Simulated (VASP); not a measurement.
Wanted: the native input for a VASP 6.6.1 run.

```yaml
Task: relaxation of cell and atoms
Functional: PBEsol
Potentials_or_basis: VASP PAW PBE potentials, release 64 (Ti_sv, B)
Cutoff: 600 eV
k_mesh: 10 × 10 × 8
Occupations: fermi-dirac, width 0.05 eV
Spin: no spin polarisation
Target_pressure: 15 GPa
Dipole_correction: no
Further_INCAR_settings: ALGO = Normal; EDIFF = 1e-06; IBRION = 2; EDIFFG = -0.03; NSW = 80; ISIF = 3
```

The structure of TiB2 lies in POSCAR:

```
TiB2
1.0
    3.0000000000      0.0000000000      0.0000000000
   -1.5000000000      2.5980762114      0.0000000000
    0.0000000000      0.0000000000      3.3000000000
Ti B
1 2
Direct
    0.0000000000      0.0000000000      0.0000000000
    0.3333333333      0.6666666667      0.5000000000
    0.6666666667      0.3333333333      0.5000000000
```

These files were run (other wordings do the same):

INCAR

```
PREC = Accurate
ENCUT = 600
EDIFF = 1E-6
ISMEAR = -1
SIGMA = 0.05
LREAL = F
LASPH = T
NELM = 80
ALGO = Normal
ISIF = 3
LWAVE = F
LCHARG = F
GGA = PS
IBRION = 2
NSW = 80
EDIFFG = -0.03
PSTRESS = 150.0
```

KPOINTS

```
regular mesh
0
Gamma
  10 10 8
```

Potentials or basis: VASP PAW PBE potentials, release 64 (Ti_sv, B).

Command:

```console
$ cat potpaw_PBE.64/Ti_sv/POTCAR potpaw_PBE.64/B/POTCAR > POTCAR
$ mpirun -np 1 vasp_std > vasp.out
```

Results of the run:

```json
{
 "Relaxed volume": "7.97 Å³/atom",
 "Relaxed cell": "a = 2.973 Å, b = 2.973 Å, c = 3.123 Å, α = 90.00°, β = 90.00°, γ = 120.00°",
 "Space group after relaxing (to 0.05 Å)": "P6/mmm (No. 191)",
 "Energy change on relaxing (the enthalpy is what falls)": "+5.3 meV/atom",
 "Ionic steps": "5",
 "Pressure after relaxing": "14.8 GPa",
 "Band gap on the k mesh": "zero (band 9 reaches 11.25 eV, above the bottom of band 10 at 10.40 eV)"
}
```

Caveat: the cell is relaxed towards a set pressure, so the enthalpy falls and the energy may rise; the PAW data sets were made with another functional, which shifts forces and pressure a little.

It took 47 s on 1 thread of Intel(R) Xeon(R) 6975P-C (Granite Rapids) (shared host), peak memory 0.17 GiB.
